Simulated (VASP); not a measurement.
# CoO (P-6m2) in VASP: single point with LDA+U

Aim: the single point of CoO with LDA+U.

Program: VASP 6.6.1. These are calculated values, not measurements. Logs are shortened: lines on timing, memory, paths and dates and some standing lists are left out, and cuts for length are marked.

## Step 1: The cell of the first run

Symmetry: P-6m2, No. 187, hexagonal system. The conventional cell has a = 2.856 Å, b = 2.856 Å, c = 2.788 Å, α = 90.00°, β = 90.00°, γ = 120.00°. Co (site symmetry -6m2) has 6 O at 2.16 Å and 8 Co at 2.79 to 2.86 Å within 2.9 Å. Within 2.9 Å of O (site symmetry -6m2) lie 6 Co at 2.16 Å and 8 O at 2.79 to 2.86 Å.

## Step 2: Single point, LDA+U, collinear spin, ferromagnetic start

Contents of INCAR:

```
ALGO = Normal
EDIFF = 1E-6
ENCUT = 1340
GGA_COMPAT = F
ISIF = 2
ISMEAR = 0
ISPIN = 2
LASPH = T
LCHARG = T
LDAU = T
LDAUJ = 0 0
LDAUL = 2 -1
LDAUPRINT = 1
LDAUTYPE = 2
LDAUU = 2 0
LELF = T
LMAXMIX = 4
LORBIT = 11
LREAL = F
LVHAR = T
LWAVE = F
MAGMOM = 3 0
NBANDS = 22
NELM = 200
PREC = Accurate
SIGMA = 0.05
```

Contents of KPOINTS:

```
k-points
0
Gamma
  8 8 7
```

Contents of POSCAR:

```
CoO
1.0
    2.8562992300      0.0000000000      0.0000000000
   -1.4281496100      2.4736276900      0.0000000000
    0.0000000000      0.0000000000      2.7876065300
Co O
1 1
Direct
    0.0000000000      0.0000000000      0.0000000000
    0.6666666667      0.3333333333      0.5000000000
```

Potentials or basis: VASP PAW LDA potentials, release 64 (Co_sv, O_h).

Launch:

```sh
> cat potpaw_LDA.64/Co_sv/POTCAR potpaw_LDA.64/O_h/POTCAR > POTCAR
> mpirun -np 1 vasp_std > vasp.out
```

OUTCAR:

```text
EDIFF = 1E-6
   ENCUT = 1340
   ISIF = 2
   ISMEAR = 0
   ISPIN = 2
   LASPH = T
   LORBIT = 11
   LREAL = F
   NELM = 200
   PREC = Accurate

 ion  position               nearest neighbor table
   1  0.000  0.000  0.000-
   2  0.667  0.333  0.500-

  LATTYP: Found a hexagonal cell.
 ALAT       =     2.8562992300
 C/A-ratio  =     0.9759504539

  Lattice vectors:

 A1 = (   2.8562992300,   0.0000000000,   0.0000000000)
 A2 = (  -1.4281496100,   2.4736276900,   0.0000000000)
 A3 = (   0.0000000000,   0.0000000000,   2.7876065300)

Analysis of symmetry for initial positions (statically):
=====================================================================
 Subroutine PRICEL returns:
 Original cell was already a primitive cell.

 Routine SETGRP: Setting up the symmetry group for a
 hexagonal supercell.

 Subroutine GETGRP returns: Found 12 space group operations
 (whereof 12 operations were pure point group operations)
 out of a pool of 24 trial point group operations.

The static configuration has the point symmetry D_3h.

Analysis of symmetry for dynamics (positions and initial velocities):
=====================================================================
 Subroutine PRICEL returns:
 Original cell was already a primitive cell.

 Routine SETGRP: Setting up the symmetry group for a
 hexagonal supercell.

 Subroutine GETGRP returns: Found 12 space group operations
 (whereof 12 operations were pure point group operations)
 out of a pool of 24 trial point group operations.

The dynamic configuration has the point symmetry D_3h.

Analysis of structural, dynamic, and magnetic symmetry:
=====================================================================
 Subroutine PRICEL returns:
 Original cell was already a primitive cell.

 Routine SETGRP: Setting up the symmetry group for a
 hexagonal supercell.

 Subroutine GETGRP returns: Found 12 space group operations
 (whereof 12 operations were pure point group operations)
 out of a pool of 24 trial point group operations.

The overall configuration has the point symmetry D_3h.

 Subroutine INISYM returns: Found 12 space group operations
 (whereof 12 operations are pure point group operations),
 and found     1 'primitive' translations

----------------------------------------------------------------------------------------

                                     Primitive cell

  volume of cell :      19.6956

  direct lattice vectors                    reciprocal lattice vectors
     2.856299230  0.000000000  0.000000000     0.350103375  0.202132277  0.000000000
    -1.428149610  2.473627690  0.000000000     0.000000000  0.404264556  0.000000000
     0.000000000  0.000000000  2.787606530     0.000000000  0.000000000  0.358730685

  length of vectors
     2.856299230  2.856299224  2.787606530     0.404264555  0.404264556  0.358730685

  position of ions in fractional coordinates (direct lattice)
     0.000000000  0.000000000  0.000000000
     0.666666667  0.333333333  0.500000000

  ion indices of the primitive-cell ions
   primitive index   ion index
                 1           1
                 2           2

----------------------------------------------------------------------------------------

 KPOINTS: k-points

[... 63 lines left out ...]
   LSORBIT =      F    spin-orbit coupling
   LASPH  =      T    aspherical Exc in radial PAW
   ENCUT  = 1340.0 eV  98.49 Ry    9.92 a.u.   8.53  8.53  8.32*2*pi/ulx,y,z
   NELM   =    200;   NELMIN=  2; NELMDL= -5     # of ELM steps
   EDIFF  = 0.1E-05   stopping-criterion for ELM
   LREAL  =      F    real-space projection
   EDIFFG = 0.1E-04   stopping-criterion for IOM
   NSW    =      0    number of steps for IOM
   IBRION =     -1    ionic relax: 0-MD 1-quasi-New 2-CG
   NFREE  =      0    steps in history (QN), initial steepest desc. (CG)
   ISIF   =      2    stress and relaxation
   ISYM   =      2    0-nonsym 1-usesym 2-fastsym
   POTIM  = 0.5000    time-step for ionic-motion
   TEBEG  =    0.0;   TEEND  =   0.0 temperature during run
   PSTRESS=    0.0 pullay stress
   NELECT =      23.0000    total number of electrons
   NUPDOWN=      -1.0000    fix difference up-down
   EMIN   =  10.00;   EMAX   =-10.00  energy-range for DOS
   EFERMI =   0.00;   METHOD = LEGACY
   ISMEAR =     0;   SIGMA  =   0.05  broadening in eV -4-tet -1-fermi 0-gaus
   EFERMI_NEDOS =   21; number of points for ismear=-14 and -15
   IALGO  =     38    algorithm
   IMIX   =      4    mixing-type and parameters
     AMIX     =   0.40;   BMIX     =  1.00
     AMIX_MAG =   1.60;   BMIX_MAG =  1.00
  volume/ion in A,a.u.               =       9.85        66.46
  Fermi-wavevector in a.u.,A,eV,Ry     =   1.723962  3.257815 40.437111  2.972044
  Thomas-Fermi vector in A             =   2.799740
   LORBIT       =     11    0 simple, 1 ext, 2 COOP (PROOUT), +10 PAW based schemes
 LDA+U is selected, type is set to LDAUTYPE =  2
   angular momentum for each species LDAUL =     2   -1
   U (eV)           for each species LDAUU =   2.0  0.0
   J (eV)           for each species LDAUJ =   0.0  0.0
   GGA     = CA    functional components
   LHFCALC =     F    Hartree Fock is set to
   AEXX    =    0.0000 exact exchange contribution
   IVDW    =     0    specifies the selected vdW correction
   LEPSILON=     F    determine dielectric tensor
   LRPA    =     F    only Hartree local field effects (RPA)
 spin polarized calculation
 Gauss-broadening in eV      SIGMA  =   0.05
  energy-cutoff  :     1340.00
  volume of cell :       19.70
 maximum number of plane-waves:      2248
 NGX is ok and might be reduce to    36
   NGX = 17   NGY = 17   NGZ = 17

atom =   1  type =  1  l = 2

 onsite density matrix

spin component  1

  0.9153 -0.0000 -0.0000 -0.0000 -0.0000
 -0.0000  0.9414  0.0000  0.0000  0.0000
 -0.0000  0.0000  0.9099  0.0000 -0.0000
 -0.0000  0.0000  0.0000  0.9414  0.0000
 -0.0000  0.0000 -0.0000  0.0000  0.9153

spin component  2

  0.4635  0.0000 -0.0000  0.0000  0.0000
  0.0000  0.1464  0.0000  0.0000 -0.0000
 -0.0000  0.0000  0.8389 -0.0000 -0.0000
  0.0000  0.0000 -0.0000  0.1464  0.0000
  0.0000 -0.0000 -0.0000  0.0000  0.4635

 occupancies and eigenvectors

  o =  0.1464  v =  0.0000  0.0000  0.0000  0.0000  0.0000 -0.0000 -0.9010  0.0000  0.4337  0.0000      0.0000  0.0000  0.0000  0.0000  0.0000  0.0000  0.0000  0.0000  0.0000  0.0000
  o =  0.1464  v =  0.0000  0.0000  0.0000  0.0000  0.0000  0.0000 -0.4337  0.0000 -0.9010 -0.0000      0.0000  0.0000  0.0000  0.0000  0.0000  0.0000  0.0000  0.0000  0.0000  0.0000
  o =  0.4635  v =  0.0000  0.0000  0.0000  0.0000  0.0000 -0.9961 -0.0000 -0.0000 -0.0000  0.0884      0.0000  0.0000  0.0000  0.0000  0.0000  0.0000  0.0000  0.0000  0.0000  0.0000
  o =  0.4635  v =  0.0000  0.0000  0.0000  0.0000  0.0000 -0.0884  0.0000 -0.0000  0.0000 -0.9961      0.0000  0.0000  0.0000  0.0000  0.0000  0.0000  0.0000  0.0000  0.0000  0.0000
  o =  0.8389  v =  0.0000  0.0000  0.0000  0.0000  0.0000 -0.0000  0.0000  1.0000 -0.0000 -0.0000      0.0000  0.0000  0.0000  0.0000  0.0000  0.0000  0.0000  0.0000  0.0000  0.0000
  o =  0.9099  v = -0.0000 -0.0000 -1.0000  0.0000 -0.0000  0.0000  0.0000  0.0000  0.0000  0.0000      0.0000  0.0000  0.0000  0.0000  0.0000  0.0000  0.0000  0.0000  0.0000  0.0000
  o =  0.9153  v = -0.6898 -0.0000  0.0000  0.0000  0.7240  0.0000  0.0000  0.0000  0.0000  0.0000      0.0000  0.0000  0.0000  0.0000  0.0000  0.0000  0.0000  0.0000  0.0000  0.0000
  o =  0.9153  v =  0.7240 -0.0000 -0.0000  0.0000  0.6898  0.0000  0.0000  0.0000  0.0000  0.0000      0.0000  0.0000  0.0000  0.0000  0.0000  0.0000  0.0000  0.0000  0.0000  0.0000
  o =  0.9414  v = -0.0000 -0.9010  0.0000  0.4337 -0.0000  0.0000  0.0000  0.0000  0.0000  0.0000      0.0000  0.0000  0.0000  0.0000  0.0000  0.0000  0.0000  0.0000  0.0000  0.0000
  o =  0.9414  v = -0.0000  0.4337 -0.0000  0.9010  0.0000  0.0000  0.0000  0.0000  0.0000  0.0000      0.0000  0.0000  0.0000  0.0000  0.0000  0.0000  0.0000  0.0000  0.0000  0.0000

 number of electron      22.9999998 magnetization       2.9998409

 Free energy of the ion-electron system (eV)
  ---------------------------------------------------
  ext. energy  EPLUGINS =         0.00000000
  ---------------------------------------------------
  free energy    TOTEN  =       -13.14959983 eV

  energy without entropy =      -13.14778578  energy(sigma->0) =      -13.14869280

 E-fermi :   8.4213     XC(G=0): -13.1153

 val. band max:        8.3946486665   @ k =   0.1250   0.1250   0.2857
 cond. band min:       8.4331804067   @ k =   0.5000   0.0000   0.1429
 fundamental gap:      0.0385317402
 Fermi energy:         8.4212659477

 spin component 1

 k-point     1 :       0.0000    0.0000    0.0000
  band No.  band energies     occupation
      1     -87.4655      1.00000
      2     -51.3224      1.00000
      3     -51.3224      1.00000
      4     -51.1233      1.00000
      5     -11.1482      1.00000
      6       3.3873      1.00000
[... 1193 lines left out ...]
     21      37.6880      0.00000
     22      41.3643      0.00000

 [... further k-points ...]

------------------------ aborting loop because EDIFF is reached ----------------------------------------

  FORCE on cell =-STRESS in cart. coord.  units (eV):
  Direction    XX          YY          ZZ          XY          YZ          ZX
  --------------------------------------------------------------------------------------
  -------------------------------------------------------------------------------------
  Total       -2.3632734     -2.3632734     -3.1584457     -0.0000000     -0.0000000      0.0000000
  in kB     -192.2449950   -192.2449943   -256.9298076     -0.0000004     -0.0000000      0.0000000
  external PRESSURE =    -213.8065990 kB  Pullay stress =       0.0000000 kB

 VOLUME and BASIS-vectors are now :
 -----------------------------------------------------------------------------
  energy-cutoff  :     1340.00
  volume of cell :       19.70
      direct lattice vectors                 reciprocal lattice vectors
     2.856299230  0.000000000  0.000000000     0.350103375  0.202132277  0.000000000
    -1.428149610  2.473627690  0.000000000     0.000000000  0.404264556  0.000000000
     0.000000000  0.000000000  2.787606530     0.000000000  0.000000000  0.358730685

 POSITION                                       TOTAL-FORCE (eV/Angst)
 -----------------------------------------------------------------------------------
      0.00000      0.00000      0.00000         0.000000     -0.000000      0.000000
      1.42815      0.82454      1.39380        -0.000000      0.000000      0.000000
 -----------------------------------------------------------------------------------
    total drift:                               -0.000000      0.000000      0.000000

  FREE ENERGIE OF THE ION-ELECTRON SYSTEM (eV)
  ---------------------------------------------------
  free  energy   TOTEN  =       -13.1495998303 eV

  energy  without entropy=      -13.1477857787  energy(sigma->0) =      -13.14869280

 total charge

# of ion       s       p       d       tot
------------------------------------------
    1        2.149   6.066   6.656  14.871
    2        1.033   2.276   0.000   3.309
--------------------------------------------------
tot          3.182   8.342   6.656  18.180

 magnetization (x)

# of ion       s       p       d       tot
------------------------------------------
    1        0.006   0.006   2.561   2.573
    2        0.023   0.243   0.000   0.266
--------------------------------------------------
tot          0.029   0.249   2.561   2.840
```

Wall time 95 s (1 thread of Intel Xeon 6975P-C (Granite Rapids), shared host); peak memory 0.24 GiB.

Results:

| Item | Value |
| --- | --- |
| Free energy | -13.1496 eV |
| Pressure | -21.4 GPa |
| Band gap on the k mesh | zero (filled and empty bands overlap) |
| Net moment | 3.00 μB per cell |
| Site moments | Co +2.57; O +0.27 μB |
| Valence electrons inside the program's atomic spheres | Co 14.87; O 3.31 |

Levels at points of the mesh, in eV from the Fermi level:
Spin up:
```
           k point  band 10  band 11  band 12  band 13  band 14  band 15  band 16  band 17
(0.00, 0.00, 0.00)    -3.49    -3.32    -1.10    -1.10     0.64    14.21    15.91    15.91
(0.50, 0.00, 0.00)    -3.61    -2.56    -2.37    -0.74     5.34     8.41    14.37    16.50
```
Spin down:
```tsv
k point	band 7	band 8	band 9	band 10	band 11	band 12	band 13	band 14
(0.00, 0.00, 0.00)	-3.24	-2.80	-2.74	0.90	0.90	0.98	0.98	1.25
(0.50, 0.00, 0.00)	-3.39	-2.87	-2.26	0.10	0.44	0.79	2.19	5.84
```

Eigenvalues of the final occupation matrices:
| site | spin | trace | eigenvalues |
| --- | --- | --- | --- |
| site 1 d | 1 | 4.62 | 0.91 0.92 0.92 0.94 0.94 |
| site 1 d | 2 | 2.06 | 0.15 0.15 0.46 0.46 0.84 |

Caveat: the stress differs along the axes, from -26 to -19 GPa; a cell with one magnetic atom can't hold antiferromagnetic order, which such compounds often take. The state reached can hang on the start; a lower one may exist.

The gap in the log of VASP goes by the Fermi energy; the results here count the filled bands.